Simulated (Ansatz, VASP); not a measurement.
Two plane-wave programs on Ga4SbAs

```
Ga Sb As
1.0
     5.89324    0.00000    0.00000
    -2.94662    5.10370    0.00000
     0.00000    0.00000    4.50288
Ga Sb As
4 1 1
Direct
  0.66667 0.33333 0.00000
  0.50946 0.01892 0.50000
  0.98108 0.49054 0.50000
  0.50946 0.49054 0.50000
  0.33333 0.66667 0.00000
  0.00000 0.00000 0.00000
```

Change from the starting cell: species swapped into the TmAlCo4 type (P-6m2, No. 187).

Alike in both runs: functional PBE; k mesh 3 × 3 × 4; occupations gaussian, width 0.1 eV; no spin polarisation.

Ansatz relaxed the structure, and its values are those at the end. VASP's run is a single point on that final structure, the one shown.

|  | VASP | Ansatz |
| --- | --- | --- |
| version | VASP 6.6.1 | Ansatz 0.2.0 |
| potentials or method | VASP PAW PBE potentials, release 64 (Ga_d, Sb, As), cutoff 520 eV | scalar-relativistic, plane waves, PAW |
| valence electrons in the cell | 62 | 82 |

|  | VASP | Ansatz | Ansatz less VASP |
| --- | --- | --- | --- |
| gap on the k mesh at the Fermi level (eV) | none | none | - |
| pressure (GPa) | -0.1 | -0.1 | -0.07 |
| rms of the force components (eV/Å) | 0.003 | 0.005 | +0.0025 |

A gap of «none» marks a metal or a gap that the smearing closes. VASP's potentials hold 62 valence electrons a cell and Ansatz's 82, so a difference there can come from the potentials and not from the codes.

The k mesh is coarse, so the values compare programs but aren't converged. Spin-orbit coupling is off throughout.
